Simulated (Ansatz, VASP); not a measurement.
**Cd3N2 in VASP and in Ansatz**

```
Cd N
1.0
    -2.16850    2.16850    4.93589
     2.16850   -2.16850    4.93589
     2.16850    2.16850   -4.93589
Cd N
3 2
Direct
  0.18696 0.18696 0.00000
  0.81304 0.81304 0.00000
  0.50000 0.50000 0.00000
  0.75000 0.25000 0.50000
  0.25000 0.75000 0.50000
```

Alike in both runs: functional PBE; k mesh 4 × 4 × 4; occupations gaussian, width 0.15 eV; no spin polarisation.

Ansatz relaxed the structure, and its values are those at the end. VASP's run is a single point on that final structure, the one shown.

|  | VASP | Ansatz |
| --- | --- | --- |
| version | VASP 6.6.1 | Ansatz 0.2.0 |
| potentials or method | VASP PAW PBE potentials, release 64 (Cd_sv_GW, N), cutoff 700 eV | scalar-relativistic, plane waves, PAW |
| valence electrons in the cell | 70 | 70 |

|  | VASP | Ansatz | Ansatz less VASP |
| --- | --- | --- | --- |
| gap on the k mesh at the Fermi level (eV) | none | none | - |
| pressure (GPa) | -0.6 | -0.5 | +0.06 |
| rms of the force components (eV/Å) | 0.010 | 0.008 | -0.0018 |

A gap of «none» marks a metal or a gap that the smearing closes. With one functional, cell and mesh, what is left measures potentials, basis and numerics.

The k mesh is coarse, so the values compare programs but aren't converged.
